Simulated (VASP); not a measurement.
# Zr (Fm-3m) in VASP: single point with PBEsol

Aim: the single point of Zr with PBEsol.

Program: VASP 6.6.1. These are calculated values, not measurements. Logs are shortened: lines on timing, memory, paths and dates and some standing lists are left out, and cuts for length are marked.

## Step 1: The cell of the first run

It takes space group Fm-3m (No. 225, cubic). The conventional cell has a = 4.238 Å, b = 4.238 Å, c = 4.238 Å, α = 90.00°, β = 90.00°, γ = 90.00°. Within 3.9 Å of Zr (site symmetry m-3m) lie 12 Zr at 3.00 Å.

This isn't the form of Zr at room conditions, which is hcp.

## Step 2: Single point, PBEsol (Mo replaced by Zr, lengths x 1.082, strained)

Contents of INCAR:

```
PREC = Accurate ; ENCUT = 520
EDIFF = 1E-6 ; ISMEAR = 0
SIGMA = 0.1 ; LREAL = F
LASPH = T ; NELM = 60
ALGO = Normal ; ISIF = 2
LWAVE = F ; LCHARG = F
GGA = PS ; NBANDS = 12
```

Contents of KPOINTS:

```
Automatic mesh
0
Gamma
  18 18 18
```

Contents of POSCAR:

```
Zr
1.0
    0.0000000000      2.1190018436      2.1190018436
    2.1190018436      0.0000000000      2.1190018436
    2.1190018436      2.1190018436      0.0000000000
Zr
1
Direct
    0.0000000000      0.0000000000      0.0000000000
```

Potentials or basis: VASP PAW PBE potentials, release 64 (Zr_sv).

The run is started by

```console
$ cat potpaw_PBE.64/Zr_sv/POTCAR > POTCAR
$ mpirun -np 1 vasp_std > vasp.out
```

OUTCAR:

```text
PREC = Accurate
   ENCUT = 520
   EDIFF = 1E-6
   ISMEAR = 0
   LREAL = F
   LASPH = T
   NELM = 60
   ISIF = 2
   GGA = PS

 ion  position               nearest neighbor table
   1  0.000  0.000  0.000-

  LATTYP: Found a face centered cubic cell.
 ALAT       =     4.2380036872

  Lattice vectors:

 A1 = (   0.0000000000,   2.1190018436,   2.1190018436)
 A2 = (   2.1190018436,   0.0000000000,   2.1190018436)
 A3 = (   2.1190018436,   2.1190018436,   0.0000000000)

Analysis of symmetry for initial positions (statically):
=====================================================================
 Subroutine PRICEL returns:
 Original cell was already a primitive cell.

 Routine SETGRP: Setting up the symmetry group for a
 face centered cubic supercell.

 Subroutine GETGRP returns: Found 48 space group operations
 (whereof 48 operations were pure point group operations)
 out of a pool of 48 trial point group operations.

The static configuration has the point symmetry O_h .

Analysis of symmetry for dynamics (positions and initial velocities):
=====================================================================
 Subroutine PRICEL returns:
 Original cell was already a primitive cell.

 Routine SETGRP: Setting up the symmetry group for a
 face centered cubic supercell.

 Subroutine GETGRP returns: Found 48 space group operations
 (whereof 48 operations were pure point group operations)
 out of a pool of 48 trial point group operations.

The dynamic configuration has the point symmetry O_h .

 Subroutine INISYM returns: Found 48 space group operations
 (whereof 48 operations are pure point group operations),
 and found     1 'primitive' translations

----------------------------------------------------------------------------------------

                                     Primitive cell

  volume of cell :      19.0294

  direct lattice vectors                    reciprocal lattice vectors
     0.000000000  2.119001844  2.119001844    -0.235960153  0.235960153  0.235960153
     2.119001844  0.000000000  2.119001844     0.235960153 -0.235960153  0.235960153
     2.119001844  2.119001844  0.000000000     0.235960153  0.235960153 -0.235960153

  length of vectors
     2.996721146  2.996721146  2.996721146     0.408694974  0.408694974  0.408694974

  position of ions in fractional coordinates (direct lattice)
     0.000000000  0.000000000  0.000000000

  ion indices of the primitive-cell ions
   primitive index   ion index
                 1           1

----------------------------------------------------------------------------------------

 KPOINTS: Automatic mesh

Automatic generation of k-mesh.
 Grid dimensions read from file:
 generate k-points for:   18   18   18

 Generating k-lattice:

  Cartesian coordinates                     Fractional coordinates (reciprocal lattice)
    -0.013108897  0.013108897  0.013108897     0.055555556  0.000000000  0.000000000
     0.013108897 -0.013108897  0.013108897     0.000000000  0.055555556  0.000000000
     0.013108897  0.013108897 -0.013108897     0.000000000  0.000000000  0.055555556

  Length of vectors
     0.022705276  0.022705276  0.022705276

  Shift w.r.t. Gamma in fractional coordinates (k-lattice)
     0.000000000  0.000000000  0.000000000

 Subroutine IBZKPT returns following result:
 ===========================================

 Found    195 irreducible k-points:

 Following reciprocal coordinates:
            Coordinates               Weight
  0.000000  0.000000  0.000000      1.000000
  0.055556  0.000000  0.000000      8.000000
  0.111111  0.000000  0.000000      8.000000
  0.166667  0.000000  0.000000      8.000000
  0.222222  0.000000  0.000000      8.000000
  0.277778  0.000000  0.000000      8.000000
[... 16 lines left out ...]
 -0.277778  0.055556  0.000000     24.000000
 -0.222222  0.055556  0.000000     24.000000
 [... further k-points ...]
   k-points           NKPTS =    195   k-points in BZ     NKDIM =    195   number of bands    NBANDS=     12
   number of dos      NEDOS =    301   number of ions     NIONS =      1
   total plane-waves  NPLWV =  13824
   dimension x,y,z NGX =    24 NGY =   24 NGZ =   24
   dimension x,y,z NGXF=    48 NGYF=   48 NGZF=   48
   ions per type =               1
   NGX,Y,Z   is equivalent  to a cutoff of  13.31, 13.31, 13.31 a.u.
   NGXF,Y,Z  is equivalent  to a cutoff of  26.63, 26.63, 26.63 a.u.
 SYSTEM =  unknown system
   PREC   = accura    normal or accurate (medium, high low for compatibility)
   ISTART =      0    job   : 0-new  1-cont  2-samecut
   ICHARG =      2    charge: 1-file 2-atom 10-const
   ISPIN  =      1    spin polarized calculation?
   LNONCOLLINEAR =      F non collinear calculations
   LSORBIT =      F    spin-orbit coupling
   LASPH  =      T    aspherical Exc in radial PAW
   ENCUT  =  520.0 eV  38.22 Ry    6.18 a.u.   5.57  5.57  5.57*2*pi/ulx,y,z
   NELM   =     60;   NELMIN=  2; NELMDL= -5     # of ELM steps
   EDIFF  = 0.1E-05   stopping-criterion for ELM
   LREAL  =      F    real-space projection
   EDIFFG = 0.1E-04   stopping-criterion for IOM
   NSW    =      0    number of steps for IOM
   IBRION =     -1    ionic relax: 0-MD 1-quasi-New 2-CG
   NFREE  =      0    steps in history (QN), initial steepest desc. (CG)
   ISIF   =      2    stress and relaxation
   ISYM   =      2    0-nonsym 1-usesym 2-fastsym
   POTIM  = 0.5000    time-step for ionic-motion
   TEBEG  =    0.0;   TEEND  =   0.0 temperature during run
   PSTRESS=    0.0 pullay stress
   NELECT =      12.0000    total number of electrons
   NUPDOWN=      -1.0000    fix difference up-down
   EMIN   =  10.00;   EMAX   =-10.00  energy-range for DOS
   EFERMI =   0.00;   METHOD = LEGACY
   ISMEAR =     0;   SIGMA  =   0.10  broadening in eV -4-tet -1-fermi 0-gaus
   EFERMI_NEDOS =   21; number of points for ismear=-14 and -15
   IALGO  =     38    algorithm
   IMIX   =      4    mixing-type and parameters
     AMIX     =   0.40;   BMIX     =  1.00
     AMIX_MAG =   1.60;   BMIX_MAG =  1.00
  volume/ion in A,a.u.               =      19.03       128.42
  Fermi-wavevector in a.u.,A,eV,Ry     =   1.403871  2.652932 26.815099  1.970854
  Thomas-Fermi vector in A             =   2.526490
   LORBIT       =      0    0 simple, 1 ext, 2 COOP (PROOUT), +10 PAW based schemes
   GGA     = PS    functional components
   LHFCALC =     F    Hartree Fock is set to
   AEXX    =    0.0000 exact exchange contribution
   IVDW    =     0    specifies the selected vdW correction
   LEPSILON=     F    determine dielectric tensor
   LRPA    =     F    only Hartree local field effects (RPA)
 non-spin polarized calculation
 Gauss-broadening in eV      SIGMA  =   0.10
  energy-cutoff  :      520.00
  volume of cell :       19.03
 maximum number of plane-waves:       532
   NGX = 11   NGY = 11   NGZ = 11

 number of electron      12.0000000 magnetization

 Free energy of the ion-electron system (eV)
  ---------------------------------------------------
  ext. energy  EPLUGINS =         0.00000000
  ---------------------------------------------------
  free energy    TOTEN  =        -8.87689208 eV

  energy without entropy =       -8.87093391  energy(sigma->0) =       -8.87391300

 E-fermi :  11.1931     XC(G=0): -12.1603

 val. band max:       11.1902587817   @ k =   0.3889   0.1111   0.0000
 cond. band min:      11.1955278610   @ k =  -0.1111   0.1111   0.0000
 fundamental gap:      0.0052690793
 Fermi energy:        11.1930938482

 k-point     1 :       0.0000    0.0000    0.0000
  band No.  band energies     occupation
      1     -37.1431      2.00000
      2     -14.2711      2.00000
      3     -14.2711      2.00000
      4     -14.2711      2.00000
      5       5.3806      2.00000
      6      12.1712      0.00000
      7      12.1712      0.00000
      8      12.1712      0.00000
      9      15.2996      0.00000
     10      15.2996      0.00000
     11      22.0620      0.00000
     12      27.0206      0.00000

 k-point     2 :       0.0556    0.0000    0.0000
  band No.  band energies     occupation
      1     -37.1338      2.00000
      2     -14.3314      2.00000
      3     -14.2781      2.00000
      4     -14.2781      2.00000
      5       5.5084      2.00000
      6      12.0500      0.00000
      7      12.2317      0.00000
      8      12.2317      0.00000
      9      15.2286      0.00000
     10      15.2286      0.00000
     11      22.3417      0.00000
     12      26.5228      0.00000

 k-point     3 :       0.1111    0.0000    0.0000
  band No.  band energies     occupation
      1     -37.1068      2.00000
      2     -14.5026      2.00000
      3     -14.2981      2.00000
      4     -14.2981      2.00000
      5       5.8721      2.00000
      6      11.7468      0.00000
      7      12.3894      0.00000
      8      12.3894      0.00000
      9      15.0660      0.00000
     10      15.0660      0.00000
     11      23.0760      0.00000
     12      25.5861      0.00000

 k-point     4 :       0.1667    0.0000    0.0000
  band No.  band energies     occupation
      1     -37.0652      2.00000
      2     -14.7580      2.00000
      3     -14.3286      2.00000
      4     -14.3286      2.00000
      5       6.4089      2.00000
      6      11.4019      0.00314
      7      12.5610      0.00000
      8      12.5610      0.00000
      9      14.9541      0.00000
     10      14.9541      0.00000
     11      23.6476      0.00000
     12      25.1652      0.00000

 k-point     5 :       0.2222    0.0000    0.0000
  band No.  band energies     occupation
      1     -37.0135      2.00000
      2     -15.0612      2.00000
      3     -14.3657      2.00000
      4     -14.3657      2.00000
      5       7.0012      2.00000
      6      11.1839      1.10327
      7      12.6117      0.00000
      8      12.6117      0.00000
      9      15.0816      0.00000
     10      15.0816      0.00000
     11      23.1133      0.00000
     12      26.1412      0.00000
[... 228 lines left out ...]
      1     -36.8455      2.00000
      2     -15.9253      2.00000
      3     -14.5341      2.00000
      4     -14.4720      2.00000
      5       7.8504      2.00000
      6      11.8473      0.00000
      7      12.1057      0.00000
      8      12.5439      0.00000
      9      16.7526      0.00000
     10      17.6227      0.00000
     11      21.9455      0.00000
     12      24.8671      0.00000

 k-point    22 :      -0.3333    0.0556    0.0000
  band No.  band energies     occupation
      1     -36.8842      2.00000
      2     -15.7294      2.00000
      3     -14.5137      2.00000
      4     -14.4381      2.00000
      5       7.8480      2.00000
      6      11.7945      0.00000
      7      12.1143      0.00000
      8      12.2787      0.00000
      9      15.9792      0.00000
     10      17.0243      0.00000
     11      22.0913      0.00000
     12      26.2879      0.00000

 k-point    23 :      -0.2778    0.0556    0.0000
  band No.  band energies     occupation
      1     -36.9340      2.00000
      2     -15.4688      2.00000
      3     -14.4815      2.00000
      4     -14.3988      2.00000
      5       7.6931      2.00000
      6      11.2653      0.30722
      7      12.3271      0.00000
      8      12.4992      0.00000
      9      15.2398      0.00000
     10      16.3358      0.00000
     11      22.5151      0.00000
     12      27.1933      0.00000

 k-point    24 :      -0.2222    0.0556    0.0000
  band No.  band energies     occupation
      1     -36.9888      2.00000
      2     -15.1711      2.00000
      3     -14.4410      2.00000
      4     -14.3586      2.00000
      5       7.2872      2.00000
      6      11.0649      1.93008
      7      12.5318      0.00000
      8      12.6808      0.00000
      9      14.6948      0.00000
     10      15.7424      0.00000
     11      23.1452      0.00000
     12      26.5924      0.00000

 [... further k-points ...]

------------------------ aborting loop because EDIFF is reached ----------------------------------------

  FORCE on cell =-STRESS in cart. coord.  units (eV):
  Direction    XX          YY          ZZ          XY          YZ          ZX
  --------------------------------------------------------------------------------------
  -------------------------------------------------------------------------------------
  Total        2.3031905      2.3031905      2.3031905      0.0000000      0.0000000      0.0000000
  in kB      193.9172515    193.9172515    193.9172515      0.0000000      0.0000000      0.0000000
  external PRESSURE =     193.9172515 kB  Pullay stress =       0.0000000 kB

 VOLUME and BASIS-vectors are now :
 -----------------------------------------------------------------------------
  energy-cutoff  :      520.00
  volume of cell :       19.03
      direct lattice vectors                 reciprocal lattice vectors
     0.000000000  2.119001844  2.119001844    -0.235960153  0.235960153  0.235960153
     2.119001844  0.000000000  2.119001844     0.235960153 -0.235960153  0.235960153
     2.119001844  2.119001844  0.000000000     0.235960153  0.235960153 -0.235960153

 POSITION                                       TOTAL-FORCE (eV/Angst)
 -----------------------------------------------------------------------------------
      0.00000      0.00000      0.00000         0.000000      0.000000      0.000000
 -----------------------------------------------------------------------------------
    total drift:                                0.000000     -0.000000     -0.000000

  FREE ENERGIE OF THE ION-ELECTRON SYSTEM (eV)
  ---------------------------------------------------
  free  energy   TOTEN  =        -8.8768920838 eV

  energy  without entropy=       -8.8709339110  energy(sigma->0) =       -8.87391300
```

It took 16 s on 1 thread of Intel Xeon Platinum 8559C (Emerald Rapids), shared host; peak memory 0.16 GiB.

Results:

```
Free energy            : -8.8769 eV
Pressure               : 19.4 GPa
Band gap on the k mesh : zero (bands 6 and 7 overlap by 1.69 eV)
```

Caveat: the cell differs from its parent crystal (Mo replaced by Zr, lengths x 1.082, strained); the cell stands under pressure; the PAW data sets were made with another functional, which shifts forces and pressure a little.
